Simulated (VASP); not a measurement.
Wanted: the native input for a VASP 6.6.1 run.

- Task: single point
- Functional: PBEsol
- Potentials or basis: VASP PAW PBE potentials, release 64 (Ba_sv, Te)
- Cutoff: 520 eV
- k mesh: 6 × 6 × 6
- Occupations: gaussian, width 0.05 eV
- Spin: no spin polarisation
- Dipole correction: no
- Further INCAR settings: ALGO = Normal; EDIFF = 1e-06; NBANDS = 15

The structure of BaTe lies in POSCAR:

```
BaTe
1.0
    4.2624660000      0.0000000000      0.0000000000
    0.0000000000      4.2624660000      0.0000000000
    0.0000000000      0.0000000000      4.6034632800
Ba Te
1 1
Direct
    0.0000000000      0.0000000000      0.0000000000
    0.5000000000      0.5000000000      0.5000000000
```

This cell differs from its parent crystal: strain +0.000 along x and y, +0.080 along z.

One way to write it, as run:

INCAR

```
PREC = Accurate
ENCUT = 520
EDIFF = 1E-6
ISMEAR = 0
SIGMA = 0.05
LREAL = F
LASPH = T
NELM = 60
ALGO = Normal
ISIF = 2
LWAVE = F
LCHARG = F
GGA = PS
NBANDS = 15
```

KPOINTS

```
regular mesh
0
Gamma
  6 6 6
```

Potentials or basis: VASP PAW PBE potentials, release 64 (Ba_sv, Te).

Run with:

```bash
$ cat potpaw_PBE.64/Ba_sv/POTCAR potpaw_PBE.64/Te/POTCAR > POTCAR
$ mpirun -np 1 vasp_std > vasp.out
```

It gave:

```yaml
Pressure: -3.5 GPa
Band_gap_on_the_k_mesh: 0.50 eV (least direct gap 0.62 eV)
```

Caveat: the cell differs from its parent crystal (strain +0.000 along x and y, +0.080 along z); the cell stands under tension; the PAW data sets were made with another functional, which shifts forces and pressure a little; spin-orbit coupling is left out, which moves the levels of the heavy elements.

It took 38 s on 1 thread of Intel Xeon 8259CL, on a shared host, peak memory 0.21 GiB.
